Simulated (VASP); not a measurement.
A run of VASP 6.6.1 is set up as follows.

INCAR

```
SYSTEM = TiO2
  PREC = Accurate
  ENCUT = 520
  EDIFF = 1E-8
  ISMEAR = -1
  SIGMA = 0.05
  LREAL = .False.
  LASPH = .True.
  NELM = 80
  ALGO = Normal
  ISIF = 2
  LWAVE = .False.
  LCHARG = .False.
  LEFG = .True.
  NBANDS = 33
```

File KPOINTS:

```
regular mesh
0
Gamma
  7 7 10
  0 0 0
```

The input POSCAR:

```
TiO2
1.0
    4.6092625706      0.0000000000      0.0000000000
    0.0000000000      4.6092625706      0.0000000000
    0.0000000000      0.0000000000      2.9688306370
Ti O
2 4
Direct
    0.0000000000      0.0000000000      0.0000000000
    0.5000000000      0.5000000000      0.5000000000
    0.3060000000      0.3060000000      0.0000000000
    0.1940000000      0.8060000000      0.5000000000
    0.6940000000      0.6940000000      0.0000000000
    0.8060000000      0.1940000000      0.5000000000
```

Potentials or basis: VASP PAW LDA potentials, release 64 (Ti_sv, O).

The run is started by

```console
$ cat potpaw_LDA.64/Ti_sv/POTCAR potpaw_LDA.64/O/POTCAR > POTCAR
$ mpirun -np 1 vasp_std > vasp.out
```

**Question.** What does it give for the pressure?

**Answer.** -9.0 GPa.

**Question.** What does it give for the largest force?

**Answer.** 0.078 eV/Å.

**Question.** What does it give for the band gap on the k mesh?

**Answer.** 1.80 eV.

Forces on the atoms (eV/Å):
```
Ti   0.000  0.000  0.000
Ti   0.000  0.000  0.000
O   -0.055 -0.055  0.000
O    0.055 -0.055  0.000
O    0.055  0.055  0.000
O   -0.055  0.055  0.000
```

Caveat: the cell stands under tension; without QUAD_EFG the Cq values of the log hold for a quadrupole moment of 1 mb, not for the nuclei. A k mesh can miss the band edges.
